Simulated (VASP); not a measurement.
# MnO2 (P4_2/mnm) in VASP: further runs, part 2 of 2

VASP 6.6.1. Earlier steps stand in the parts before.

## (3) Relaxation of shape and atoms at fixed volume, revPBE+D3(BJ)+U, collinear spin, ferromagnetic start

This run uses another cell than the first one, of 9.25 Å³/atom.

Input file INCAR:

```
SYSTEM = MnO2
ALGO = Normal
EDIFF = 1E-7
EDIFFG = -0.02
ENCUT = 600
GGA = RE
IBRION = 2
ISIF = 4
ISMEAR = 0
ISPIN = 2
IVDW = 12
LASPH = .TRUE.
LCHARG = .FALSE.
LDAU = .TRUE.
LDAUJ = 0 0
LDAUL = 2 -1
LDAUPRINT = 1
LDAUTYPE = 2
LDAUU = 3.9 0
LMAXMIX = 4
LORBIT = 11
LREAL = .FALSE.
LWAVE = .FALSE.
MAGMOM = 2.91 2.91 0 0 0 0
NELM = 150
NSW = 60
PREC = Accurate
SIGMA = 0.05
```

Input file KPOINTS:

```
k-points
0
G
  6 6 8
  0 0 0
```

Input file POSCAR:

```
MnO2
1.0
    4.3742894772      0.0000000000      0.0000000000
    0.0000000000      4.3742894772      0.0000000000
    0.0000000000      0.0000000000      2.8995670392
Mn O
2 4
Direct
    0.0000000000      0.0000000000      0.0000000000
    0.5000000000      0.5000000000      0.5000000000
    0.3053076587      0.3053076587      0.0000000000
    0.1946923413      0.8053076587      0.5000000000
    0.6946923413      0.6946923413      0.0000000000
    0.8053076587      0.1946923413      0.5000000000
```

Potentials or basis: VASP PAW PBE potentials, release 64 (Mn_pv, O).

Started as:

```bash
> cat potpaw_PBE.64/Mn_pv/POTCAR potpaw_PBE.64/O/POTCAR > POTCAR
> mpirun -np 1 vasp_std > vasp.out
```

OUTCAR:

```text
SYSTEM = MnO2
   EDIFF = 1E-7
   EDIFFG = -0.02
   ENCUT = 600
   GGA = RE
   IBRION = 2
   ISIF = 4
   ISMEAR = 0
   ISPIN = 2
   IVDW = 12
   LASPH = .TRUE.
   LORBIT = 11
   LREAL = .FALSE.
   NELM = 150
   NSW = 60
   PREC = Accurate
 IVDW          = 12

 ion  position               nearest neighbor table
   1  0.000  0.000  0.000-   4 1.88   6 1.88   4 1.88   6 1.88   5 1.89   3 1.89
   2  0.500  0.500  0.500-   3 1.88   5 1.88   3 1.88   5 1.88   4 1.89   6 1.89
   3  0.305  0.305  0.000-   2 1.88   2 1.88   1 1.89
   4  0.195  0.805  0.500-   1 1.88   1 1.88   2 1.89
   5  0.695  0.695  0.000-   2 1.88   2 1.88   1 1.89
   6  0.805  0.195  0.500-   1 1.88   1 1.88   2 1.89

  LATTYP: Found a simple tetragonal cell.
 ALAT       =     4.3742894772
 C/A-ratio  =     0.6628658333

  Lattice vectors:

 A1 = (   4.3742894772,   0.0000000000,   0.0000000000)
 A2 = (   0.0000000000,   4.3742894772,   0.0000000000)
 A3 = (   0.0000000000,   0.0000000000,   2.8995670392)

Analysis of symmetry for initial positions (statically):
=====================================================================
 Subroutine PRICEL returns:
 Original cell was already a primitive cell.

 Routine SETGRP: Setting up the symmetry group for a
 simple tetragonal supercell.

 Subroutine GETGRP returns: Found 16 space group operations
 (whereof  8 operations were pure point group operations)
 out of a pool of 16 trial point group operations.

The static configuration has the point symmetry D_2h.
 The point group associated with its full space group is D_4h.

Analysis of symmetry for dynamics (positions and initial velocities):
=====================================================================
 Subroutine PRICEL returns:
 Original cell was already a primitive cell.

 Routine SETGRP: Setting up the symmetry group for a
 simple tetragonal supercell.

 Subroutine GETGRP returns: Found 16 space group operations
 (whereof  8 operations were pure point group operations)
 out of a pool of 16 trial point group operations.

The dynamic configuration has the point symmetry D_2h.
 The point group associated with its full space group is D_4h.

Analysis of structural, dynamic, and magnetic symmetry:
=====================================================================
 Subroutine PRICEL returns:
 Original cell was already a primitive cell.

 Routine SETGRP: Setting up the symmetry group for a
 simple tetragonal supercell.

 Subroutine GETGRP returns: Found 16 space group operations
 (whereof  8 operations were pure point group operations)
 out of a pool of 16 trial point group operations.

The overall configuration has the point symmetry D_2h.
 The point group associated with its full space group is D_4h.
[... 248 lines left out ...]

 onsite density matrix

spin component  1

  0.6403  0.0000  0.1921  0.0000 -0.0000
  0.0000  0.7365  0.0000  0.2292  0.0000
  0.1921  0.0000  0.8377  0.0000 -0.0000
  0.0000  0.2292  0.0000  0.7365  0.0000
 -0.0000  0.0000 -0.0000  0.0000  0.9732

spin component  2

  0.2369  0.0000 -0.1151  0.0000  0.0000
  0.0000  0.2204  0.0000 -0.1158  0.0000
 -0.1151  0.0000  0.1410  0.0000 -0.0000
  0.0000 -0.1158  0.0000  0.2204  0.0000
  0.0000  0.0000 -0.0000  0.0000  0.1132

 occupancies and eigenvectors

  o =  0.0643  v =  0.0000  0.0000  0.0000  0.0000  0.0000 -0.5546  0.0000 -0.8321  0.0000 -0.0000      0.0000  0.0000  0.0000  0.0000  0.0000  0.0000  0.0000  0.0000  0.0000  0.0000
  o =  0.1046  v =  0.0000  0.0000  0.0000  0.0000  0.0000  0.0000 -0.7071  0.0000 -0.7071 -0.0000      0.0000  0.0000  0.0000  0.0000  0.0000  0.0000  0.0000  0.0000  0.0000  0.0000
  o =  0.1132  v =  0.0000  0.0000  0.0000  0.0000  0.0000 -0.0000 -0.0000 -0.0000  0.0000  1.0000      0.0000  0.0000  0.0000  0.0000  0.0000  0.0000  0.0000  0.0000  0.0000  0.0000
  o =  0.3136  v =  0.0000  0.0000  0.0000  0.0000  0.0000 -0.8321  0.0000  0.5546  0.0000 -0.0000      0.0000  0.0000  0.0000  0.0000  0.0000  0.0000  0.0000  0.0000  0.0000  0.0000
  o =  0.3362  v =  0.0000  0.0000  0.0000  0.0000  0.0000  0.0000  0.7071  0.0000 -0.7071  0.0000      0.0000  0.0000  0.0000  0.0000  0.0000  0.0000  0.0000  0.0000  0.0000  0.0000
  o =  0.5073  v =  0.0000  0.7071  0.0000 -0.7071 -0.0000  0.0000  0.0000  0.0000  0.0000  0.0000      0.0000  0.0000  0.0000  0.0000  0.0000  0.0000  0.0000  0.0000  0.0000  0.0000
  o =  0.5231  v = -0.8535  0.0000  0.5210  0.0000  0.0000  0.0000  0.0000  0.0000  0.0000  0.0000      0.0000  0.0000  0.0000  0.0000  0.0000  0.0000  0.0000  0.0000  0.0000  0.0000
  o =  0.9550  v = -0.5210 -0.0000 -0.8535  0.0000 -0.0000  0.0000  0.0000  0.0000  0.0000  0.0000      0.0000  0.0000  0.0000  0.0000  0.0000  0.0000  0.0000  0.0000  0.0000  0.0000
  o =  0.9656  v =  0.0000  0.7071  0.0000  0.7071 -0.0000  0.0000  0.0000  0.0000  0.0000  0.0000      0.0000  0.0000  0.0000  0.0000  0.0000  0.0000  0.0000  0.0000  0.0000  0.0000
  o =  0.9732  v =  0.0000 -0.0000  0.0000  0.0000 -1.0000  0.0000  0.0000  0.0000  0.0000  0.0000      0.0000  0.0000  0.0000  0.0000  0.0000  0.0000  0.0000  0.0000  0.0000  0.0000

atom =   2  type =  1  l = 2

 onsite density matrix

spin component  1

  0.6403  0.0000 -0.1921  0.0000  0.0000
  0.0000  0.7365  0.0000 -0.2292  0.0000
 -0.1921  0.0000  0.8377  0.0000  0.0000
  0.0000 -0.2292  0.0000  0.7365  0.0000
  0.0000  0.0000  0.0000  0.0000  0.9732

spin component  2

  0.2369  0.0000  0.1151  0.0000 -0.0000
  0.0000  0.2204  0.0000  0.1158  0.0000
  0.1151  0.0000  0.1410  0.0000  0.0000
  0.0000  0.1158  0.0000  0.2204  0.0000
 -0.0000  0.0000  0.0000  0.0000  0.1132

 occupancies and eigenvectors

  o =  0.0643  v =  0.0000  0.0000  0.0000  0.0000  0.0000 -0.5546 -0.0000  0.8321  0.0000 -0.0000      0.0000  0.0000  0.0000  0.0000  0.0000  0.0000  0.0000  0.0000  0.0000  0.0000
  o =  0.1046  v =  0.0000  0.0000  0.0000  0.0000  0.0000  0.0000  0.7071  0.0000 -0.7071 -0.0000      0.0000  0.0000  0.0000  0.0000  0.0000  0.0000  0.0000  0.0000  0.0000  0.0000
  o =  0.1132  v =  0.0000  0.0000  0.0000  0.0000  0.0000 -0.0000  0.0000  0.0000  0.0000  1.0000      0.0000  0.0000  0.0000  0.0000  0.0000  0.0000  0.0000  0.0000  0.0000  0.0000
  o =  0.3136  v =  0.0000  0.0000  0.0000  0.0000  0.0000 -0.8321 -0.0000 -0.5546  0.0000 -0.0000      0.0000  0.0000  0.0000  0.0000  0.0000  0.0000  0.0000  0.0000  0.0000  0.0000
  o =  0.3362  v =  0.0000  0.0000  0.0000  0.0000  0.0000  0.0000 -0.7071  0.0000 -0.7071  0.0000      0.0000  0.0000  0.0000  0.0000  0.0000  0.0000  0.0000  0.0000  0.0000  0.0000
  o =  0.5073  v =  0.0000  0.7071  0.0000  0.7071  0.0000  0.0000  0.0000  0.0000  0.0000  0.0000      0.0000  0.0000  0.0000  0.0000  0.0000  0.0000  0.0000  0.0000  0.0000  0.0000
  o =  0.5231  v =  0.8535  0.0000  0.5210  0.0000 -0.0000  0.0000  0.0000  0.0000  0.0000  0.0000      0.0000  0.0000  0.0000  0.0000  0.0000  0.0000  0.0000  0.0000  0.0000  0.0000
  o =  0.9550  v =  0.5210 -0.0000 -0.8535  0.0000  0.0000  0.0000  0.0000  0.0000  0.0000  0.0000      0.0000  0.0000  0.0000  0.0000  0.0000  0.0000  0.0000  0.0000  0.0000  0.0000
  o =  0.9656  v =  0.0000  0.7071  0.0000 -0.7071  0.0000  0.0000  0.0000  0.0000  0.0000  0.0000      0.0000  0.0000  0.0000  0.0000  0.0000  0.0000  0.0000  0.0000  0.0000  0.0000
  o =  0.9732  v =  0.0000  0.0000 -0.0000  0.0000 -1.0000  0.0000  0.0000  0.0000  0.0000  0.0000      0.0000  0.0000  0.0000  0.0000  0.0000  0.0000  0.0000  0.0000  0.0000  0.0000

--------------------------------------- Ionic step        3  -------------------------------------------

 number of electron      49.9999952 magnetization       6.0137387

 Free energy of the ion-electron system (eV)
  ---------------------------------------------------
  ext. energy  EPLUGINS =         0.00000000
  ---------------------------------------------------
  free energy    TOTEN  =       -40.06731175 eV

  energy without entropy =      -40.06696470  energy(sigma->0) =      -40.06713823

 E-fermi :   5.2457     XC(G=0): -11.8325

 val. band max:        5.2118136489   @ k =   0.0000   0.0000   0.1250
 cond. band min:       5.2576020875   @ k =   0.0000   0.0000   0.1250
 fundamental gap:      0.0457884386
 Fermi energy:         5.2456549020

 spin component 1

 k-point     1 :       0.0000    0.0000    0.0000
  band No.  band energies     occupation
      1     -45.7634      1.00000
      2     -45.7555      1.00000
      3     -45.7314      1.00000
      4     -45.7314      1.00000
      5     -45.6703      1.00000
      6     -45.6703      1.00000
[... 1760 lines left out ...]
  FREE ENERGIE OF THE ION-ELECTRON SYSTEM (eV)
  ---------------------------------------------------
  free  energy   TOTEN  =       -42.0025029569 eV

  energy  without entropy=      -42.0021559082  energy(sigma->0) =      -42.00232943

 reached required accuracy - stopping structural energy minimisation

 total charge

# of ion       s       p       d       tot
------------------------------------------
    1        0.359   6.475   4.823  11.657
    2        0.359   6.475   4.823  11.657
    3        1.569   3.497   0.000   5.065
    4        1.569   3.497   0.000   5.065
    5        1.569   3.497   0.000   5.065
    6        1.569   3.497   0.000   5.065
--------------------------------------------------
tot          6.993  26.936   9.647  43.575

 magnetization (x)

# of ion       s       p       d       tot
------------------------------------------
    1        0.019   0.032   2.990   3.040
    2        0.019   0.032   2.990   3.040
    3       -0.002  -0.044   0.000  -0.046
    4       -0.002  -0.044   0.000  -0.046
    5       -0.002  -0.044   0.000  -0.046
    6       -0.002  -0.044   0.000  -0.046
--------------------------------------------------
tot          0.028  -0.110   5.980   5.897
```

It took 8.3 min on 1 thread of Oxide Virtual Turin-like, shared host; peak memory 0.29 GiB.

Results:

```yaml
Free_energy: -42.0025 eV
Energy_gained_by_relaxing: 0.1 meV/atom
Ionic_steps: 3
Pressure_after_relaxing: 10.3 GPa
Band_gap_on_the_k_mesh: zero (filled and empty bands overlap)
Net_moment: 6.01 μB per cell
Site_moments: Mn +3.04; O -0.05 μB
Valence_electrons_inside_the_program's_atomic_spheres: Mn 11.66; O 5.07
Dispersion_energy_per_atom: -0.323 eV
```

Step by step:
```
step  energy change (eV)  largest force (eV/Å)  pressure (GPa)  volume (Å³)
   1              0.0000                0.0676           10.41        55.48
   2             -0.0002                0.0358           10.24        55.48
   3             -0.0003                0.0014           10.31        55.48
```

Final structure:
```
CELL_PARAMETERS angstrom
4.37298 0.00000 0.00000
0.00000 4.37298 0.00000
0.00000 0.00000 2.90130
ATOMIC_POSITIONS crystal
Mn 0.00000 0.00000 0.00000
Mn 0.50000 0.50000 0.50000
O 0.30497 0.30497 0.00000
O 0.19503 0.80497 0.50000
O 0.69503 0.69503 0.00000
O 0.80497 0.19503 0.50000
```

Eigenvalues of the final occupation matrices:
| site | spin | trace | eigenvalues |
| --- | --- | --- | --- |
| site 1 d | 1 | 3.92 | 0.51 0.52 0.95 0.97 0.97 |
| site 1 d | 2 | 0.93 | 0.06 0.10 0.11 0.31 0.34 |
| site 2 d | 1 | 3.92 | 0.51 0.52 0.95 0.97 0.97 |
| site 2 d | 2 | 0.93 | 0.06 0.10 0.11 0.31 0.34 |

Caveat: the PAW data sets were made with another functional, which shifts forces and pressure a little; the run started ferromagnetic, and an antiferromagnetic order may lie lower in energy.

The gap in the log of VASP goes by the Fermi energy; the results here count the filled bands.